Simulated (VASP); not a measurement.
# Si5Cl (P4/mmm) in VASP: a series of runs, part 2 of 3

VASP 6.6.1. Earlier steps stand in the parts before.

## Step 3: Single point, PBE

This run uses another cell than the first one, of 21.40 Å³/atom.

INCAR reads:

```
  PREC = Accurate
  ENCUT = 520
  EDIFF = 1E-6
  ISMEAR = 0
  SIGMA = 0.1
  LREAL = False
  LASPH = True
  NELM = 100
  ALGO = Normal
  ISIF = 2
  LWAVE = False
  LCHARG = True
  GGA = PE
  LELF = True
  LVHAR = True
  NBANDS = 22
```

KPOINTS reads:

```
Automatic mesh
0
Gamma
  6 6 2
```

POSCAR reads:

```
Si5Cl
1.0
    3.2178281310      0.0000000000      0.0000000000
    0.0000000000      3.2178281310      0.0000000000
    0.0000000000      0.0000000000     12.4003953583
Si Cl
5 1
Direct
    0.0000000000      0.0000000000      0.9033745211
    0.0000000000      0.0000000000      0.0966254789
    0.0000000000      0.0000000000      0.7085729944
    0.0000000000      0.0000000000      0.2914270056
    0.0000000000      0.0000000000      0.5000000000
    0.5000000000      0.5000000000      0.5000000000
```

Potentials or basis: VASP PAW PBE potentials, release 64 (Si, Cl).

The run is started by

```bash
> cat potpaw_PBE.64/Si/POTCAR potpaw_PBE.64/Cl/POTCAR > POTCAR
> mpirun -np 1 vasp_std > vasp.out
```

OUTCAR:

```text
PREC = Accurate
   ENCUT = 520
   EDIFF = 1E-6
   ISMEAR = 0
   LREAL = False
   LASPH = True
   NELM = 100
   ISIF = 2
   GGA = PE

 ion  position               nearest neighbor table
   1  0.000  0.000  0.903-   2 2.40   3 2.42
   2  0.000  0.000  0.097-   1 2.40   4 2.42
   3  0.000  0.000  0.709-   1 2.42   5 2.59
   4  0.000  0.000  0.291-   2 2.42   5 2.59
   5  0.000  0.000  0.500-   6 2.28   6 2.28   6 2.28   6 2.28   3 2.59   4 2.59
   6  0.500  0.500  0.500-   5 2.28   5 2.28   5 2.28   5 2.28

  LATTYP: Found a simple tetragonal cell.
 ALAT       =     3.2178281310
 C/A-ratio  =     3.8536537234

  Lattice vectors:

 A1 = (   3.2178281310,   0.0000000000,   0.0000000000)
 A2 = (   0.0000000000,   3.2178281310,   0.0000000000)
 A3 = (   0.0000000000,   0.0000000000,  12.4003953583)

Analysis of symmetry for initial positions (statically):
=====================================================================
 Subroutine PRICEL returns:
 Original cell was already a primitive cell.

 Routine SETGRP: Setting up the symmetry group for a
 simple tetragonal supercell.

 Subroutine GETGRP returns: Found 16 space group operations
 (whereof 16 operations were pure point group operations)
 out of a pool of 16 trial point group operations.

The static configuration has the point symmetry D_4h.

Analysis of symmetry for dynamics (positions and initial velocities):
=====================================================================
 Subroutine PRICEL returns:
 Original cell was already a primitive cell.

 Routine SETGRP: Setting up the symmetry group for a
 simple tetragonal supercell.

 Subroutine GETGRP returns: Found 16 space group operations
 (whereof 16 operations were pure point group operations)
 out of a pool of 16 trial point group operations.
[... 121 lines left out ...]
   IALGO  =     38    algorithm
   IMIX   =      4    mixing-type and parameters
     AMIX     =   0.40;   BMIX     =  1.00
     AMIX_MAG =   1.60;   BMIX_MAG =  1.00
  volume/ion in A,a.u.               =      21.40       144.41
  Fermi-wavevector in a.u.,A,eV,Ry     =   0.973514  1.839675 12.894651  0.947730
  Thomas-Fermi vector in A             =   2.103900
   LORBIT       =      0    0 simple, 1 ext, 2 COOP (PROOUT), +10 PAW based schemes
   GGA     = PE    functional components
   LHFCALC =     F    Hartree Fock is set to
   AEXX    =    0.0000 exact exchange contribution
   IVDW    =     0    specifies the selected vdW correction
   LEPSILON=     F    determine dielectric tensor
   LRPA    =     F    only Hartree local field effects (RPA)
 non-spin polarized calculation
 Gauss-broadening in eV      SIGMA  =   0.10
  energy-cutoff  :      520.00
  volume of cell :      128.40
 maximum number of plane-waves:      3496
 NGX is ok and might be reduce to    24
   NGX = 11   NGY = 11   NGZ = 47

 number of electron      27.0000002 magnetization

 Free energy of the ion-electron system (eV)
  ---------------------------------------------------
  ext. energy  EPLUGINS =         0.00000000
  ---------------------------------------------------
  free energy    TOTEN  =       -23.00742933 eV

  energy without entropy =      -22.99374726  energy(sigma->0) =      -23.00058829

 E-fermi :   5.5747     XC(G=0):  -9.4014

 val. band max:        5.5731813185   @ k =   0.5000   0.0000   0.0000
 cond. band min:       5.6334558938   @ k =   0.0000   0.0000   0.5000
 fundamental gap:      0.0602745753
 Fermi energy:         5.5747268468

 k-point     1 :       0.0000    0.0000    0.0000
  band No.  band energies     occupation
      1     -14.9902      2.00000
      2      -4.9239      2.00000
      3      -4.5811      2.00000
      4      -2.8916      2.00000
      5      -2.6729      2.00000
      6      -2.0938      2.00000
[... 489 lines left out ...]
     21       8.7601      0.00000
     22       8.7775      0.00000

------------------------ aborting loop because EDIFF is reached ----------------------------------------

  FORCE on cell =-STRESS in cart. coord.  units (eV):
  Direction    XX          YY          ZZ          XY          YZ          ZX
  --------------------------------------------------------------------------------------
  -------------------------------------------------------------------------------------
  Total        0.0073023      0.0073023     -0.0017673      0.0000000      0.0000000      0.0000000
  in kB        0.0911188      0.0911188     -0.0220531      0.0000000      0.0000000      0.0000000
  external PRESSURE =       0.0533949 kB  Pullay stress =       0.0000000 kB

 VOLUME and BASIS-vectors are now :
 -----------------------------------------------------------------------------
  energy-cutoff  :      520.00
  volume of cell :      128.40
      direct lattice vectors                 reciprocal lattice vectors
     3.217828131  0.000000000  0.000000000     0.310768618  0.000000000  0.000000000
     0.000000000  3.217828131  0.000000000     0.000000000  0.310768618  0.000000000
     0.000000000  0.000000000 12.400395358     0.000000000  0.000000000  0.080642590

 POSITION                                       TOTAL-FORCE (eV/Angst)
 -----------------------------------------------------------------------------------
      0.00000      0.00000     11.20220         0.000000     -0.000000      0.025812
      0.00000      0.00000      1.19819        -0.000000     -0.000000     -0.025812
      0.00000      0.00000      8.78659        -0.000000      0.000000     -0.007396
      0.00000      0.00000      3.61381         0.000000      0.000000      0.007396
      0.00000      0.00000      6.20020         0.000000     -0.000000      0.000000
      1.60891      1.60891      6.20020         0.000000     -0.000000      0.000000
 -----------------------------------------------------------------------------------
    total drift:                                0.000000      0.000000     -0.000000

  FREE ENERGIE OF THE ION-ELECTRON SYSTEM (eV)
  ---------------------------------------------------
  free  energy   TOTEN  =       -23.0074293275 eV

  energy  without entropy=      -22.9937472600  energy(sigma->0) =      -23.00058829
```

OSZICAR:

```text
N       E                     dE             d eps       ncg     rms          rms(c)
DAV:   1     0.838438666429E+02    0.83844E+02   -0.10377E+04   880   0.998E+02
DAV:   2    -0.153517447900E+02   -0.99196E+02   -0.93933E+02  1182   0.152E+02
DAV:   3    -0.233045869967E+02   -0.79528E+01   -0.78209E+01  1118   0.411E+01
DAV:   4    -0.234546962362E+02   -0.15011E+00   -0.14983E+00  1094   0.688E+00
DAV:   5    -0.234577597282E+02   -0.30635E-02   -0.30627E-02  1184   0.959E-01    0.152E+01
DAV:   6    -0.230773213896E+02    0.38044E+00   -0.10916E+00  1208   0.483E+00    0.115E+01
DAV:   7    -0.231121993451E+02   -0.34878E-01   -0.12078E+00  1084   0.435E+00    0.252E+00
DAV:   8    -0.230264822904E+02    0.85717E-01   -0.70670E-01  1168   0.329E+00    0.127E+00
DAV:   9    -0.230218223039E+02    0.46600E-02   -0.16627E-01  1164   0.200E+00    0.167E+00
DAV:  10    -0.230074845399E+02    0.14338E-01   -0.39510E-02  1156   0.106E+00    0.369E-01
DAV:  11    -0.230078394492E+02   -0.35491E-03   -0.49602E-03  1134   0.319E-01    0.520E-01
DAV:  12    -0.230078574802E+02   -0.18031E-04   -0.35754E-03  1146   0.298E-01    0.353E-01
DAV:  13    -0.230074450114E+02    0.41247E-03   -0.77234E-04  1160   0.147E-01    0.734E-02
DAV:  14    -0.230074351180E+02    0.98935E-05   -0.11658E-04  1144   0.504E-02    0.484E-02
DAV:  15    -0.230074298778E+02    0.52402E-05   -0.14940E-05  1154   0.185E-02    0.129E-02
DAV:  16    -0.230074293275E+02    0.55025E-06   -0.26053E-06   996   0.752E-03
   1 F= -.23007429E+02 E0= -.23000588E+02  d E =-.136821E-01
```

stdout:

```text
POSCAR found type information on POSCAR SiCl
 POSCAR found :  2 types and       6 ions
 scaLAPACK will be used
 LDA part: xc-table for (Slater+PW92), standard interpolation
 POSCAR, INCAR and KPOINTS ok, starting setup
 FFT: planning ... GRIDC
 FFT: planning ... GRID_SOFT
 FFT: planning ... GRID
 WAVECAR not read
 entering main loop
```

It took 36 s on 1 thread of AMD EPYC 9R45 (Zen 5), shared host; peak memory 0.2 GiB.

What came out:

```yaml
Free_energy: -23.0074 eV
Pressure: 0.0 GPa
Largest_force: 0.026 eV/Å
Band_gap_on_the_k_mesh: zero (an odd number of electrons rules out a gap without spin polarisation)
```

Forces in eV/Å, atoms in the order of the input:
```
Si   0.000  0.000  0.026
Si   0.000  0.000 -0.026
Si   0.000  0.000 -0.007
Si   0.000  0.000  0.007
Si   0.000  0.000  0.000
Cl   0.000  0.000  0.000
```

Levels at points of the mesh, in eV from the Fermi level:
```tsv
k point	band 10	band 11	band 12	band 13	band 14	band 15	band 16	band 17	band 18	band 19
(0.00, 0.00, 0.00)	-2.54	-0.91	0.89	2.43	2.43	2.99	2.99	3.02	3.13	4.20
(0.50, 0.00, 0.00)	-3.04	-2.64	-2.33	-1.19	-0.24	0.00	0.17	0.86	3.60	3.97
(0.50, 0.50, 0.00)	-2.58	-2.58	-2.05	-2.05	-0.55	-0.55	-0.14	0.32	0.32	0.85
(0.00, 0.00, 0.50)	-2.89	0.06	0.89	1.01	2.38	2.38	3.18	3.18	3.89	3.89
(0.50, 0.00, 0.50)	-3.76	-3.42	-1.67	-0.98	-0.57	0.17	0.31	1.25	2.68	3.54
(0.50, 0.50, 0.50)	-2.66	-2.46	-1.74	-1.74	-1.65	-1.11	-1.11	0.90	0.90	2.67
```

Caveat: an odd number of electrons without spin polarisation forces a metal; a magnetic or distorted state may lie lower.

## Step 4: Relaxation of cell and atoms, PBE

INCAR reads:

```
SYSTEM = Si5Cl
ALGO = Normal ; EDIFF = 1E-7
EDIFFG = -0.04 ; ENCUT = 600
GGA = PE ; IBRION = 2
ISIF = 3 ; ISMEAR = 0
LASPH = .True. ; LCHARG = .False.
LREAL = .False. ; LWAVE = .False.
NELM = 60 ; NSW = 90
PREC = Accurate ; SIGMA = 0.1
```

KPOINTS reads:

```
k-points
0
Gamma
  6 6 2
  0 0 0
```

POSCAR reads:

```
Si5Cl
1.0
    3.6903173200      0.0000000000      0.0000000000
    0.0000000000      3.6903173200      0.0000000000
    0.0000000000      0.0000000000      8.6516197500
Si Cl
5 1
Direct
    0.0000000000      0.0000000000      0.8628339600
    0.0000000000      0.0000000000      0.1371660400
    0.0000000000      0.0000000000      0.6893285700
    0.0000000000      0.0000000000      0.3106714300
    0.0000000000      0.0000000000      0.5000000000
    0.5000000000      0.5000000000      0.5000000000
```

The run is started by

```bash
> cat potpaw_PBE.64/Si/POTCAR potpaw_PBE.64/Cl/POTCAR > POTCAR
> mpirun -np 1 vasp_std > vasp.out
```

Wall time 29 min (1 thread of AMD EPYC 9R45 (Zen 5), shared host); peak memory 0.24 GiB.

Results (log left out):

```
Free energy                           : -22.9941 eV
Relaxed volume                        : 21.40 Å³/atom
Relaxed cell                          : a = 3.221 Å, b = 3.221 Å, c = 12.377 Å, α = 90.00°, β = 90.00°, γ = 90.00°
Space group after relaxing (to 0.1 Å) : P4/mmm (No. 123)
Pressure after relaxing               : -0.1 GPa
Largest force after relaxing          : 0.027 eV/Å
Band gap on the k mesh                : zero (an odd number of electrons rules out a gap without spin polarisation)
```

Forces in eV/Å, atoms in the order of the input:
```
Si   0.000  0.000 -0.011
Si   0.000  0.000  0.011
Si   0.000  0.000  0.027
Si   0.000  0.000 -0.027
Si   0.000  0.000  0.000
Cl   0.000  0.000  0.000
```

Stress tensor (GPa, compression positive):
```
-0.14  0.00  0.00
 0.00 -0.14  0.00
 0.00  0.00  0.07
```

Final structure:
```
Si Cl
1.0
     3.22100    0.00000    0.00000
     0.00000    3.22100    0.00000
     0.00000    0.00000   12.37691
Si Cl
5 1
Direct
  0.00000 0.00000 0.09673
  0.00000 0.00000 0.90327
  0.00000 0.00000 0.70793
  0.00000 0.00000 0.29207
  0.00000 0.00000 0.50000
  0.50000 0.50000 0.50000
```

Levels at points of the mesh, in eV from the Fermi level:
```
           k point  band 12  band 13  band 14  band 15  band 16  band 17
(0.00, 0.00, 0.00)     0.89     2.40     2.40     2.96     3.03     3.15
(0.50, 0.00, 0.00)    -2.34    -1.19    -0.24    -0.01     0.15     0.84
(0.50, 0.50, 0.00)    -2.06    -2.06    -0.56    -0.56     0.30     0.30
(0.00, 0.00, 0.50)     0.89     0.99     2.36     2.36     3.15     3.15
(0.50, 0.00, 0.50)    -1.66    -1.00    -0.60     0.15     0.31     1.27
(0.50, 0.50, 0.50)    -1.75    -1.75    -1.65    -1.13    -1.13     0.89
```

Caveat: the k points lie up to 0.33 Å⁻¹ apart in the final cell, too coarse for converged energies and pressures of a metal; a cell axis changed by over 15 % at a fixed basis, so the end point is rough; an odd number of electrons without spin polarisation forces a metal; a magnetic or distorted state may lie lower.

[end of part 2 of 3]
